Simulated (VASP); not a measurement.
Set up this calculation in VASP 6.6.1, as the native input.

```
Task                   : single point
Functional             : LDA
Potentials or basis    : VASP PAW LDA potentials, release 64 (Cd, F)
Cutoff                 : 520 eV
k mesh                 : 8 × 8 × 8
Occupations            : gaussian, width 0.05 eV
Spin                   : no spin polarisation
Dipole correction      : no
Further INCAR settings : ALGO = Normal; EDIFF = 1e-07; NBANDS = 20
```

The structure of CdF2 lies in POSCAR:

```
CdF2
1.0
    0.0000000000      2.6488277134      2.6488277134
    2.9963539094      0.0000000000      2.6488277134
    2.9963539094      2.6488277134      0.0000000000
Cd F
1 2
Direct
    0.0000000000      0.0000000000      0.0000000000
    0.2500000000      0.2500000000      0.2500000000
    0.7500000000      0.7500000000      0.7500000000
```

This cell differs from its parent crystal: strain +0.1312 x Voigt [1, 0, 0, 0, 0, 0].

One way to write it, as run:

INCAR

```
ALGO = Normal
EDIFF = 1E-7
ENCUT = 520
GGA = CA
ISIF = 2
ISMEAR = 0
LASPH = True
LCHARG = False
LREAL = False
LWAVE = False
NBANDS = 20
NELM = 100
PREC = Accurate
SIGMA = 0.05
```

KPOINTS

```
k-points
0
Gamma
  8 8 8
```

Potentials or basis: VASP PAW LDA potentials, release 64 (Cd, F).

Launch:

```sh
$ cat potpaw_LDA.64/Cd/POTCAR potpaw_LDA.64/F/POTCAR > POTCAR
$ mpirun -np 1 vasp_std > vasp.out
```

It gave:

| Quantity | Value |
| --- | --- |
| Pressure | -11.1 GPa |
| Band gap on the k mesh | 2.21 eV (least direct gap 2.80 eV) |

Caveat: the cell differs from its parent crystal (strain +0.1312 x Voigt [1, 0, 0, 0, 0, 0]); the stress differs along the axes, from -20 to -7 GPa.

Run time: 20 s on 1 thread of Intel(R) Xeon(R) 6975P-C (Granite Rapids) (shared host), peak memory 0.17 GiB.
